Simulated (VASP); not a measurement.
The system is Ir.

```
Ir
1.0
     2.60538    0.00000    0.00000
    -1.30269    2.25633    0.00000
     0.00000    0.00000    4.22413
Ir
2
Cartesian
  1.3027 0.7521 3.1681
  0.0000 1.5042 1.0560
```

Base run:

* Program: VASP 6.6.1
* Functional: PBEsol
* Potentials or basis: VASP PAW PBE potentials, release 64 (Ir)
* Cutoff: 520 eV
* k mesh: 21 × 21 × 12
* Occupations: gaussian, width 0.15 eV
* Spin: collinear spin, ferromagnetic start
* Starting moments: [0.6, 0.6] μB
* Fixed moment: 1.2 μB

Its results: pressure 74.4 GPa; site moments Ir +0.58 μB.

The run is repeated on the same cell with these changes: fixed moment from 1.2 μB to 1 μB; moments at the start from [0.6, 0.6] to [0.5, 0.5]. What comes out?

Pressure 73.1 GPa; site moments Ir +0.48 μB.

Caveats: the PAW data sets were made with another functional, which shifts forces and pressure a little; the total moment is fixed, so each spin has its own Fermi level.
